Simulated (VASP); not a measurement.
# CsI (Pm-3m) in VASP: a series of runs

CsI is run at these levels: PBE; tasks: electric field gradients.

All numbers are computed with VASP 6.6.1; they aren't measurements. Logs are shortened: lines on timing, memory, paths and dates and some standing lists are left out, and cuts for length are marked.

## (1) The cell of the first run

Symmetry: Pm-3m, No. 221, cubic system. The conventional cell has a = 4.474 Å, b = 4.474 Å, c = 4.474 Å, α = 90.00°, β = 90.00°, γ = 90.00°. Within 5.1 Å of Cs (site symmetry m-3m) lie 8 I at 3.87 Å and 6 Cs at 4.47 Å. I (site symmetry m-3m) has 8 Cs at 3.87 Å and 6 I at 4.47 Å within 5.1 Å.

## (2) Electric field gradients, PBE (44.79 Å³/atom)

File INCAR:

```
SYSTEM = CsI
ALGO = Normal ; EDIFF = 1E-8
ENCUT = 400 ; GGA = PE
GGA_COMPAT = .FALSE. ; ISIF = 2
ISMEAR = -1 ; LASPH = .TRUE.
LCHARG = .FALSE. ; LEFG = .TRUE.
LREAL = .FALSE. ; LWAVE = .FALSE.
NBANDS = 15 ; NELM = 120
PREC = Accurate ; SIGMA = 0.01
```

File KPOINTS:

```
k-points
0
G
  7 7 7
  0 0 0
```

File POSCAR:

```
CsI
1.0
    4.4742689116      0.0000000000      0.0000000000
    0.0000000000      4.4742689116      0.0000000000
    0.0000000000      0.0000000000      4.4742689116
Cs I
1 1
Direct
    0.0000000000      0.0000000000      0.0000000000
    0.5000000000      0.5000000000      0.5000000000
```

Potentials or basis: VASP PAW PBE potentials, release 64 (Cs_sv, I).

The run is started by

```bash
> cat potpaw_PBE.64/Cs_sv/POTCAR potpaw_PBE.64/I/POTCAR > POTCAR
> mpirun -np 1 vasp_std > vasp.out
```

OUTCAR:

```text
SYSTEM = CsI
   EDIFF = 1E-8
   ENCUT = 400
   GGA = PE
   ISIF = 2
   ISMEAR = -1
   LASPH = .TRUE.
   LREAL = .FALSE.
   NELM = 120
   PREC = Accurate

 ion  position               nearest neighbor table
   1  0.000  0.000  0.000-
   2  0.500  0.500  0.500-

  LATTYP: Found a simple cubic cell.
 ALAT       =     4.4742689116

  Lattice vectors:

 A1 = (   4.4742689116,   0.0000000000,   0.0000000000)
 A2 = (   0.0000000000,   4.4742689116,   0.0000000000)
 A3 = (   0.0000000000,   0.0000000000,   4.4742689116)

Analysis of symmetry for initial positions (statically):
=====================================================================
 Subroutine PRICEL returns:
 Original cell was already a primitive cell.

 Routine SETGRP: Setting up the symmetry group for a
 simple cubic supercell.

 Subroutine GETGRP returns: Found 48 space group operations
 (whereof 48 operations were pure point group operations)
 out of a pool of 48 trial point group operations.

The static configuration has the point symmetry O_h .

Analysis of symmetry for dynamics (positions and initial velocities):
=====================================================================
 Subroutine PRICEL returns:
 Original cell was already a primitive cell.

 Routine SETGRP: Setting up the symmetry group for a
 simple cubic supercell.

 Subroutine GETGRP returns: Found 48 space group operations
 (whereof 48 operations were pure point group operations)
 out of a pool of 48 trial point group operations.

The dynamic configuration has the point symmetry O_h .

 Subroutine INISYM returns: Found 48 space group operations
 (whereof 48 operations are pure point group operations),
 and found     1 'primitive' translations

----------------------------------------------------------------------------------------

                                     Primitive cell

  volume of cell :      89.5708

  direct lattice vectors                    reciprocal lattice vectors
     4.474268912  0.000000000  0.000000000     0.223500201  0.000000000  0.000000000
     0.000000000  4.474268912  0.000000000     0.000000000  0.223500201  0.000000000
     0.000000000  0.000000000  4.474268912     0.000000000  0.000000000  0.223500201

  length of vectors
     4.474268912  4.474268912  4.474268912     0.223500201  0.223500201  0.223500201

  position of ions in fractional coordinates (direct lattice)
     0.000000000  0.000000000  0.000000000
     0.500000000  0.500000000  0.500000000

  ion indices of the primitive-cell ions
   primitive index   ion index
                 1           1
                 2           2

----------------------------------------------------------------------------------------

 KPOINTS: k-points

Automatic generation of k-mesh.
 Grid dimensions read from file:
 generate k-points for:    7    7    7

 Generating k-lattice:

  Cartesian coordinates                     Fractional coordinates (reciprocal lattice)
     0.031928600  0.000000000  0.000000000     0.142857143  0.000000000  0.000000000
     0.000000000  0.031928600  0.000000000     0.000000000  0.142857143  0.000000000
     0.000000000  0.000000000  0.031928600     0.000000000  0.000000000  0.142857143

  Length of vectors
     0.031928600  0.031928600  0.031928600

  Shift w.r.t. Gamma in fractional coordinates (k-lattice)
     0.000000000  0.000000000  0.000000000

 Subroutine IBZKPT returns following result:
 ===========================================

 Found     20 irreducible k-points:

 Following reciprocal coordinates:
            Coordinates               Weight
  0.000000  0.000000  0.000000      1.000000
  0.142857  0.000000  0.000000      6.000000
  0.285714  0.000000  0.000000      6.000000
  0.428571  0.000000  0.000000      6.000000
  0.142857  0.142857  0.000000     12.000000
  0.285714  0.142857  0.000000     24.000000
[... 12 lines left out ...]
  0.428571  0.428571  0.285714     24.000000
  0.428571  0.428571  0.428571      8.000000
   k-points           NKPTS =     20   k-points in BZ     NKDIM =     20   number of bands    NBANDS=     15
   number of dos      NEDOS =    301   number of ions     NIONS =      2
   total plane-waves  NPLWV =  27000
   dimension x,y,z NGX =    30 NGY =   30 NGZ =   30
   dimension x,y,z NGXF=    60 NGYF=   60 NGZF=   60
   ions per type =               1   1
   NGX,Y,Z   is equivalent  to a cutoff of  11.15, 11.15, 11.15 a.u.
   NGXF,Y,Z  is equivalent  to a cutoff of  22.29, 22.29, 22.29 a.u.
 SYSTEM =  CsI
   PREC   = accura    normal or accurate (medium, high low for compatibility)
   ISTART =      0    job   : 0-new  1-cont  2-samecut
   ICHARG =      2    charge: 1-file 2-atom 10-const
   ISPIN  =      1    spin polarized calculation?
   LNONCOLLINEAR =      F non collinear calculations
   LSORBIT =      F    spin-orbit coupling
   LASPH  =      T    aspherical Exc in radial PAW
   ENCUT  =  400.0 eV  29.40 Ry    5.42 a.u.   7.30  7.30  7.30*2*pi/ulx,y,z
   NELM   =    120;   NELMIN=  2; NELMDL= -5     # of ELM steps
   EDIFF  = 0.1E-07   stopping-criterion for ELM
   LREAL  =      F    real-space projection
   EDIFFG = 0.1E-06   stopping-criterion for IOM
   NSW    =      0    number of steps for IOM
   IBRION =     -1    ionic relax: 0-MD 1-quasi-New 2-CG
   NFREE  =      0    steps in history (QN), initial steepest desc. (CG)
   ISIF   =      2    stress and relaxation
   ISYM   =      2    0-nonsym 1-usesym 2-fastsym
   POTIM  = 0.5000    time-step for ionic-motion
   TEBEG  =    0.0;   TEEND  =   0.0 temperature during run
   PSTRESS=    0.0 pullay stress
   NELECT =      16.0000    total number of electrons
   NUPDOWN=      -1.0000    fix difference up-down
   EMIN   =  10.00;   EMAX   =-10.00  energy-range for DOS
   EFERMI =   0.00;   METHOD = LEGACY
   ISMEAR =    -1;   SIGMA  =   0.01  broadening in eV -4-tet -1-fermi 0-gaus
   EFERMI_NEDOS =   21; number of points for ismear=-14 and -15
   IALGO  =     38    algorithm
   IMIX   =      4    mixing-type and parameters
     AMIX     =   0.40;   BMIX     =  1.00
     AMIX_MAG =   1.60;   BMIX_MAG =  1.00
  volume/ion in A,a.u.               =      44.79       302.23
  Fermi-wavevector in a.u.,A,eV,Ry     =   0.921990  1.742308 11.565837  0.850065
  Thomas-Fermi vector in A             =   2.047467
   LORBIT       =      0    0 simple, 1 ext, 2 COOP (PROOUT), +10 PAW based schemes
   GGA     = PE    functional components
   LHFCALC =     F    Hartree Fock is set to
   AEXX    =    0.0000 exact exchange contribution
   IVDW    =     0    specifies the selected vdW correction
   LEPSILON=     F    determine dielectric tensor
   LRPA    =     F    only Hartree local field effects (RPA)
 non-spin polarized calculation
  energy-cutoff  :      400.00
  volume of cell :       89.57
 maximum number of plane-waves:      1647
 NGX is ok and might be reduce to    30
   NGX = 15   NGY = 15   NGZ = 15

 number of electron      15.9999996 magnetization

 Free energy of the ion-electron system (eV)
  ---------------------------------------------------
  ext. energy  EPLUGINS =         0.00000000
  ---------------------------------------------------
  free energy    TOTEN  =        -5.38275378 eV

  energy without entropy =       -5.38275378  energy(sigma->0) =       -5.38275378

 E-fermi :   1.3852     XC(G=0):  -8.0343

 val. band max:        1.1643611648   @ k =   0.4286   0.4286   0.0000
 cond. band min:       5.2722964522   @ k =   0.0000   0.0000   0.0000
 fundamental gap:      4.1079352873
 Fermi energy:         1.3851910434

 k-point     1 :       0.0000    0.0000    0.0000
  band No.  band energies     occupation
      1     -19.1266      2.00000
      2      -9.5639      2.00000
      3      -5.8195      2.00000
      4      -5.8195      2.00000
      5      -5.8195      2.00000
      6       1.1171      2.00000
      7       1.1171      2.00000
      8       1.1171      2.00000
      9       5.2723      0.00000
     10       5.2723      0.00000
     11       5.2836      0.00000
     12       9.0835      0.00000
     13       9.0835      0.00000
     14       9.0835      0.00000
     15      11.5742      0.00000
[... 325 lines left out ...]
 k-point    20 :       0.4286    0.4286    0.4286
  band No.  band energies     occupation
      1     -19.0416      2.00000
      2      -9.2605      2.00000
      3      -6.1174      2.00000
      4      -6.1056      2.00000
      5      -6.1056      2.00000
      6      -0.2021      2.00000
      7      -0.2021      2.00000
      8      -0.1068      2.00000
      9       7.7894      0.00000
     10       8.2649      0.00000
     11       8.2649      0.00000
     12       9.4189      0.00000
     13       9.4189      0.00000
     14       9.4259      0.00000
     15      11.4478      0.00000

------------------------ aborting loop because EDIFF is reached ----------------------------------------

  FORCE on cell =-STRESS in cart. coord.  units (eV):
  Direction    XX          YY          ZZ          XY          YZ          ZX
  --------------------------------------------------------------------------------------
  -------------------------------------------------------------------------------------
  Total        0.9804814      0.9804814      0.9804814      0.0000000      0.0000000      0.0000000
  in kB       17.5381459     17.5381459     17.5381459      0.0000000      0.0000000      0.0000000
  external PRESSURE =      17.5381459 kB  Pullay stress =       0.0000000 kB

 VOLUME and BASIS-vectors are now :
 -----------------------------------------------------------------------------
  energy-cutoff  :      400.00
  volume of cell :       89.57
      direct lattice vectors                 reciprocal lattice vectors
     4.474268912  0.000000000  0.000000000     0.223500201  0.000000000  0.000000000
     0.000000000  4.474268912  0.000000000     0.000000000  0.223500201  0.000000000
     0.000000000  0.000000000  4.474268912     0.000000000  0.000000000  0.223500201

 POSITION                                       TOTAL-FORCE (eV/Angst)
 -----------------------------------------------------------------------------------
      0.00000      0.00000      0.00000         0.000000      0.000000      0.000000
      2.23713      2.23713      2.23713         0.000000      0.000000      0.000000
 -----------------------------------------------------------------------------------
    total drift:                                0.000000     -0.000000     -0.000000

  FREE ENERGIE OF THE ION-ELECTRON SYSTEM (eV)
  ---------------------------------------------------
  free  energy   TOTEN  =        -5.3827537756 eV

  energy  without entropy=       -5.3827537756  energy(sigma->0) =       -5.38275378

 Electric field gradients (V/A^2)
---------------------------------------------------------------------
 ion       V_xx      V_yy      V_zz      V_xy      V_xz      V_yz
---------------------------------------------------------------------
   1       0.000     0.000     0.000    -0.000    -0.000    -0.000
   2      -0.000    -0.000     0.000    -0.000     0.000    -0.000
---------------------------------------------------------------------

 Electric field gradients after diagonalization (V/A^2)
 (convention: |V_zz| > |V_xx| > |V_yy|)
----------------------------------------------------------------------
 ion       V_xx      V_yy      V_zz     asymmetry (V_yy - V_xx)/ V_zz
----------------------------------------------------------------------
   1       0.000     0.000     0.000      -0.044
   2      -0.000    -0.000     0.000       0.222
----------------------------------------------------------------------

           NMR quadrupolar parameters

 Cq : quadrupolar parameter    Cq=e*Q*V_zz/h
 eta: asymmetry parameters     (V_yy - V_xx)/ V_zz
 Q  : nuclear electric quadrupole moment in mb (millibarn)
----------------------------------------------------------------------
 ion       Cq(MHz)       eta       Q (mb)
----------------------------------------------------------------------
   1       0.000      -0.044       1.000
   2       0.000       0.222       1.000
----------------------------------------------------------------------
```

It took 11 s on 1 thread of AMD EPYC 9R45 (Zen 5), shared host; peak memory 0.14 GiB.

What came out:

| Property | Result |
| --- | --- |
| Free energy | -5.3828 eV |
| Pressure | 1.8 GPa |
| Band gap on the k mesh | 4.11 eV (least direct gap 4.16 eV) |
| Largest electric field gradient by atom | zero within the noise of the run |

Caveat: spin-orbit coupling is left out, which moves the levels of the heavy elements; an odd mesh through Γ misses points on the zone boundary, where band edges can lie.

## (3) Electric field gradients, PBE (46.19 Å³/atom)

This run uses another cell than the first one, of 46.19 Å³/atom.

File INCAR:

```
SYSTEM = CsI
PREC = Accurate ; ENCUT = 400
EDIFF = 1E-8 ; ISMEAR = -1
SIGMA = 0.01 ; LREAL = .FALSE.
LASPH = .TRUE. ; NELM = 120
ALGO = Normal ; ISIF = 2
LWAVE = .FALSE. ; LCHARG = .FALSE.
GGA = PE ; LEFG = .TRUE.
NBANDS = 15 ; GGA_COMPAT = .FALSE.
```

File KPOINTS:

```
Automatic mesh
0
G
  7 7 7
  0 0 0
```

File POSCAR:

```
CsI
1.0
    4.5205685632      0.0000000000      0.0000000000
    0.0000000000      4.5205685632      0.0000000000
    0.0000000000      0.0000000000      4.5205685632
Cs I
1 1
Direct
    0.0000000000      0.0000000000      0.0000000000
    0.5000000000      0.5000000000      0.5000000000
```

Potentials or basis: VASP PAW PBE potentials, release 64 (Cs_sv, I).

The run is started by

```bash
> cat potpaw_PBE.64/Cs_sv/POTCAR potpaw_PBE.64/I/POTCAR > POTCAR
> mpirun -np 1 vasp_std > vasp.out
```

OUTCAR:

```text
SYSTEM = CsI
   PREC = Accurate
   ENCUT = 400
   EDIFF = 1E-8
   ISMEAR = -1
   LREAL = .FALSE.
   LASPH = .TRUE.
   NELM = 120
   ISIF = 2
   GGA = PE

 ion  position               nearest neighbor table
   1  0.000  0.000  0.000-
   2  0.500  0.500  0.500-

  LATTYP: Found a simple cubic cell.
 ALAT       =     4.5205685632

  Lattice vectors:

 A1 = (   4.5205685632,   0.0000000000,   0.0000000000)
 A2 = (   0.0000000000,   4.5205685632,   0.0000000000)
 A3 = (   0.0000000000,   0.0000000000,   4.5205685632)

Analysis of symmetry for initial positions (statically):
=====================================================================
 Subroutine PRICEL returns:
 Original cell was already a primitive cell.

 Routine SETGRP: Setting up the symmetry group for a
 simple cubic supercell.

 Subroutine GETGRP returns: Found 48 space group operations
 (whereof 48 operations were pure point group operations)
 out of a pool of 48 trial point group operations.

The static configuration has the point symmetry O_h .

Analysis of symmetry for dynamics (positions and initial velocities):
=====================================================================
 Subroutine PRICEL returns:
 Original cell was already a primitive cell.

 Routine SETGRP: Setting up the symmetry group for a
 simple cubic supercell.

 Subroutine GETGRP returns: Found 48 space group operations
 (whereof 48 operations were pure point group operations)
 out of a pool of 48 trial point group operations.

[... 165 lines left out ...]
     14       8.8241      0.00000
[... 329 lines left out ...]
      2      -9.4279      2.00000
      3      -6.3255      2.00000
      4      -6.3154      2.00000
      5      -6.3154      2.00000
      6      -0.3198      2.00000
      7      -0.3198      2.00000
      8      -0.2341      2.00000
      9       7.5221      0.00000
     10       7.9817      0.00000
     11       7.9817      0.00000
     12       9.0687      0.00000
     13       9.0736      0.00000
     14       9.0736      0.00000
     15      11.0876      0.00000

------------------------ aborting loop because EDIFF is reached ----------------------------------------

  FORCE on cell =-STRESS in cart. coord.  units (eV):
  Direction    XX          YY          ZZ          XY          YZ          ZX
  --------------------------------------------------------------------------------------
  -------------------------------------------------------------------------------------
  Total        0.7093654      0.7093654      0.7093654      0.0000000      0.0000000      0.0000000
  in kB       12.3027268     12.3027268     12.3027268      0.0000000      0.0000000      0.0000000
  external PRESSURE =      12.3027268 kB  Pullay stress =       0.0000000 kB

 VOLUME and BASIS-vectors are now :
 -----------------------------------------------------------------------------
  energy-cutoff  :      400.00
  volume of cell :       92.38
      direct lattice vectors                 reciprocal lattice vectors
     4.520568563  0.000000000  0.000000000     0.221211112  0.000000000  0.000000000
     0.000000000  4.520568563  0.000000000     0.000000000  0.221211112  0.000000000
     0.000000000  0.000000000  4.520568563     0.000000000  0.000000000  0.221211112

 POSITION                                       TOTAL-FORCE (eV/Angst)
 -----------------------------------------------------------------------------------
      0.00000      0.00000      0.00000         0.000000      0.000000      0.000000
      2.26028      2.26028      2.26028         0.000000      0.000000      0.000000
 -----------------------------------------------------------------------------------
    total drift:                                0.000000     -0.000000     -0.000000

  FREE ENERGIE OF THE ION-ELECTRON SYSTEM (eV)
  ---------------------------------------------------
  free  energy   TOTEN  =        -5.4091198126 eV

  energy  without entropy=       -5.4091198126  energy(sigma->0) =       -5.40911981

 Electric field gradients (V/A^2)
---------------------------------------------------------------------
 ion       V_xx      V_yy      V_zz      V_xy      V_xz      V_yz
---------------------------------------------------------------------
   1      -0.000    -0.000    -0.000     0.000     0.000    -0.000
   2       0.000     0.000     0.000     0.000     0.000     0.000
---------------------------------------------------------------------

 Electric field gradients after diagonalization (V/A^2)
 (convention: |V_zz| > |V_xx| > |V_yy|)
----------------------------------------------------------------------
 ion       V_xx      V_yy      V_zz     asymmetry (V_yy - V_xx)/ V_zz
----------------------------------------------------------------------
   1      -0.000    -0.000    -0.000      -0.051
   2       0.000     0.000     0.000      -0.776
----------------------------------------------------------------------

           NMR quadrupolar parameters

 Cq : quadrupolar parameter    Cq=e*Q*V_zz/h
 eta: asymmetry parameters     (V_yy - V_xx)/ V_zz
 Q  : nuclear electric quadrupole moment in mb (millibarn)
----------------------------------------------------------------------
 ion       Cq(MHz)       eta       Q (mb)
----------------------------------------------------------------------
   1      -0.000      -0.051       1.000
   2       0.000      -0.776       1.000
----------------------------------------------------------------------
```

stdout:

```text
POSCAR found type information on POSCAR CsI
 POSCAR found :  2 types and       2 ions
 scaLAPACK will be used
 LDA part: xc-table for (Slater+PW92), standard interpolation
 POSCAR, INCAR and KPOINTS ok, starting setup
 FFT: planning ... GRIDC
 FFT: planning ... GRID_SOFT
 FFT: planning ... GRID
 WAVECAR not read
 entering main loop
ion   1

ion   2
```

Run time: 11 s. Hardware: 1 thread of AMD EPYC 9R45 (Zen 5), shared host; peak memory 0.14 GiB.

Results:

```
Free energy                             : -5.4091 eV
Pressure                                : 1.2 GPa
Band gap on the k mesh                  : 4.01 eV (least direct gap 4.06 eV)
Largest electric field gradient by atom : zero within the noise of the run
```

Caveat: spin-orbit coupling is left out, which moves the levels of the heavy elements; an odd mesh through Γ misses points on the zone boundary, where band edges can lie.
